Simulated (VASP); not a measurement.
SnO, 4 atoms in the cell. The structure is tetragonal, space group P4/nmm (No. 129). The conventional cell has a = 4.055 Å, b = 4.055 Å, c = 4.178 Å, α = 90.00°, β = 90.00°, γ = 90.00°. Sn (site symmetry 4mm) has 4 O at 2.27 Å within 3.0 Å. Within 3.0 Å of O (site symmetry -4m2) lie 4 Sn at 2.27 Å and 4 O at 2.87 Å. 

- Program: VASP 6.6.1
- Task: single point
- Functional: LDA
- Potentials or basis: VASP PAW LDA potentials, release 64 (Sn_d, O)
- Cutoff: 520 eV
- k mesh: 12 × 12 × 10
- Occupations: gaussian, width 0.15 eV
- Spin: no spin polarisation
- Dipole correction: no
- Further INCAR settings: ALGO = Normal; EDIFF = 1e-06; NBANDS = 28

Potentials or basis: VASP PAW LDA potentials, release 64 (Sn_d, O).

Run with:

```bash
$ cat potpaw_LDA.64/Sn_d/POTCAR potpaw_LDA.64/O/POTCAR > POTCAR
$ mpirun -np 1 vasp_std > vasp.out
```

Hardware: 1 thread of Intel(R) Xeon(R) 6975P-C (Granite Rapids), with other jobs on the host.

How long does it take, and how much memory?

Run time: 120 s on 1 thread of Intel(R) Xeon(R) 6975P-C (Granite Rapids), on a shared host, peak memory 0.34 GiB. Counts: scf iterations 14, k points 168.
